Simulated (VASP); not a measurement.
Ti7W:

```xyz
8
Lattice="0.0000 4.0778 4.0778 4.0778 0.0000 4.0778 4.0778 4.0778 0.0000" Properties=species:S:1:pos:R:3 pbc="T T T"
Ti    0.0000    0.0000    0.0000
Ti    6.1248    4.0778    4.0778
Ti    2.0308    4.0778    4.0778
Ti    4.0778    6.1248    4.0778
Ti    4.0778    2.0308    4.0778
Ti    4.0778    4.0778    6.1248
Ti    4.0778    4.0778    2.0308
W     4.0778    4.0778    4.0778
```

The cell was generated, and may not be a known phase.

| Quantity | Value |
| --- | --- |
| Program | VASP 6.6.1 |
| Task | relaxation of cell and atoms |
| Functional | PBE |
| Potentials or basis | VASP PAW PBE potentials, release 64 (Ti_sv, W_sv) |
| Cutoff | 600 eV |
| k mesh | 4 × 4 × 4 |
| Occupations | gaussian, width 0.1 eV |
| Spin | no spin polarisation |

At the start: pressure 66.2 GPa; volume 16.95 Å³/atom.

Question: Where does the relaxation end?

Answer: Over 9 steps the energy falls by 1498.8 meV/atom and the volume is 27.30 Å³/atom (+61.0 %); space group Fm-3m (No. 225, to 0.1 Å) before and after.

Step by step:
```
step  energy change (eV)  largest force (eV/Å)  pressure (GPa)  volume (Å³)
   1              0.0000                4.6947           66.15       135.62
   2             -5.4807                1.3905           -8.96       324.60
   3            -10.9986                2.3448            1.63       211.18
   4            -11.0078                2.3212            2.12       209.45
   5            -11.0118                2.2980            2.58       207.76
   6            -11.8939                0.6580           -1.56       223.70
   7            -11.9127                0.4356           -2.06       226.19
   8            -11.9849                0.0913            0.69       216.37
   9            -11.9906                0.0320            0.08       218.39
```

Final structure:
```
Ti W
1.0
     0.00000    4.77969    4.77969
     4.77969    0.00000    4.77969
     4.77969    4.77969    0.00000
Ti W
7 1
Direct
  0.00000 0.00000 0.00000
  0.24616 0.75384 0.75384
  0.75384 0.24616 0.24616
  0.75384 0.24616 0.75384
  0.24616 0.75384 0.24616
  0.75384 0.75384 0.24616
  0.24616 0.24616 0.75384
  0.50000 0.50000 0.50000
```

Caveat: the volume moved by over 15 % at a fixed basis, so the end points are rough.
